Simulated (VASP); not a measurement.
Sb: single point with PBE

Sb:

```
Sb
1.0
    -1.57654    1.57654    2.71194
     1.57654   -1.57654    2.71194
     1.57654    1.57654   -2.71194
Sb
1
Direct
  0.00000 0.00000 0.00000
```

```yaml
Program: VASP 6.6.1
Task: single point
Functional: PBE
Potentials_or_basis: VASP PAW PBE potentials, release 64 (Sb)
Cutoff: 520 eV
k_mesh: 12 × 12 × 12
Occupations: gaussian, width 0.021 eV
Spin: no spin polarisation
```

```json
{
 "Pressure": "1.7 GPa"
}
```

Stress tensor (GPa, compression positive):
```
1.93 0.00 0.00
0.00 1.93 0.00
0.00 0.00 1.20
```

Levels at points of the mesh, in eV from the Fermi level:
```
           k point  band 1  band 2  band 3  band 4  band 5  band 6  band 7  band 8
(0.00, 0.00, 0.00)  -12.98    4.61    5.40    5.40    9.32   10.60   10.61   10.70
(0.50, 0.00, 0.00)   -9.16   -5.84    1.74    5.34    6.08   10.15   10.44   10.70
(0.50, 0.50, 0.00)   -6.68   -4.43   -1.05    0.56    3.43    4.32   15.66   15.85
(0.50, 0.50, 0.50)   -9.31   -5.70    2.08    2.08    5.84    6.07   18.12   18.12
```

It took 13 s on 1 thread of Intel(R) Xeon(R) 6975P-C (Granite Rapids), with other jobs on the host, peak memory 0.18 GiB.

Caveat: spin-orbit coupling is left out, which moves the levels of the heavy elements.
